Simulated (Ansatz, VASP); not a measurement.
# Two plane-wave programs on Ta

INCAR

```
SYSTEM = Ta
AGGAC = 1.0
AGGAX = 1.0
ALDAC = 0.0
ALDAX = 1.0
ALGO = Normal
EDIFF = 1E-7
ENCUT = 520
GGA = B5
ISIF = 2
ISMEAR = -1
LASPH = .True.
LCHARG = .True.
LELF = .True.
LREAL = .False.
LVHAR = .True.
LWAVE = .False.
NBANDS = 18
NELM = 60
PREC = Accurate
SIGMA = 0.1
```

File KPOINTS:

```
k-points
0
Gamma
  10 10 10
  0 0 0
```

File POSCAR:

```
Ta
1.0
    0.0000000000      3.0607623234      3.0607623234
    3.0607623234      0.0000000000      3.0607623234
    3.0607623234      3.0607623234      0.0000000000
Ta
2
Direct
    0.1250000000      0.1250000000      0.1250000000
    0.8750000000      0.8750000000      0.8750000000
```

Input for Ansatz:

```yaml
crystal:
  lattice:
    - [0.0, 3.0607623234, 3.0607623234]
    - [3.0607623234, 0.0, 3.0607623234]
    - [3.0607623234, 3.0607623234, 0.0]
  atoms:
    - { symbol: Ta, position: [0.125, 0.125, 0.125] }
    - { symbol: Ta, position: [0.875, 0.875, 0.875] }
hamiltonian:
  xc: blyp
  pseudopotentials:
    kind: paw
    azcp:
      Ta: "pseudopotentials/Ta.paw.azcp"
basis:
  ecutwfc: 420
  fft_grid_basis: typed
kpoints:
  mp_grid: { grid: [10, 10, 10], shift: [0, 0, 0] }
magnetization:
  spin_polarized: false
scf:
  occupations: { method: fermi_dirac, width: 0.1 }
  lower_state_search: "off"
output:
  stress: true
```

Alike in both runs: task single point; functional BLYP; k mesh 10 × 10 × 10; occupations fermi-dirac, width 0.1 eV; no spin polarisation.

|  | VASP | Ansatz |
| --- | --- | --- |
| version | VASP 6.6.1 | Ansatz 0.2.0 |
| potentials or method | VASP PAW PBE potentials, release 64 (Ta_pv), cutoff 520 eV | plane waves (420 eV) with PAW, scalar-relativistic |
| valence electrons in the cell | 22 | 26 |

VASP gave:

| Item | Value |
| --- | --- |
| pressure (GPa) | 3.1 |

Question: Estimate Ansatz's values.

Answer: Pressure (GPa): 2.8.

VASP's potentials were made for PBE, not for BLYP. VASP's potentials hold 22 valence electrons a cell and Ansatz's 26, so a difference there can come from the potentials and not from the codes.

Spin-orbit coupling is off throughout.
